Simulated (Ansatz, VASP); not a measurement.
**One calculation of In8Ag5SbPb2, two programs**

```
CELL_PARAMETERS angstrom
7.18605 -0.02967 -0.28500
-0.03259 7.05321 -0.33943
-0.29142 -0.34874 8.12410
ATOMIC_POSITIONS crystal
Ag 0.07366 0.04145 0.93906
Ag 0.92497 0.38982 0.08328
Ag 0.53430 0.41712 0.05669
Ag 0.42436 0.09244 0.56318
Ag 0.24822 0.76136 0.72098
In 0.03251 0.97397 0.48291
In 0.25450 0.22132 0.25010
In 0.69880 0.20046 0.33106
In 0.00738 0.51539 0.46156
In 0.23411 0.37164 0.79437
In 0.51034 0.60031 0.49097
In 0.72086 0.76644 0.21136
In 0.79134 0.22815 0.73042
Sb 0.50693 0.01387 0.91892
Pb 0.22059 0.71262 0.13499
Pb 0.82942 0.69316 0.82543
```

Alike in both runs: functional PBE; k mesh 3 × 3 × 3; occupations gaussian, width 0.1 eV; no spin polarisation.

Ansatz relaxed the structure, and its values are those at the end. VASP's run is a single point on that final structure, the one shown.

|  | VASP | Ansatz |
| --- | --- | --- |
| version | VASP 6.6.1 | Ansatz 0.2.0 |
| potentials or method | VASP PAW PBE potentials, release 64 (Ag, In_d, Sb, Pb_d), cutoff 520 eV | scalar-relativistic, plane waves, PAW |
| valence electrons in the cell | 192 | 242 |

```tsv
	VASP	Ansatz	Ansatz less VASP
gap on the k mesh at the Fermi level (eV)	none	none	-
pressure (GPa)	0.0	0.0	+0.03
rms of the force components (eV/Å)	0.022	0.018	-0.0043
```

A gap of «none» marks a metal or a gap that the smearing closes. The functional is the same, so the differences come from potentials, cutoffs and numerics. VASP's potentials hold 192 valence electrons a cell and Ansatz's 242, so a difference there can come from the potentials and not from the codes.

Neither program's run includes spin-orbit coupling.
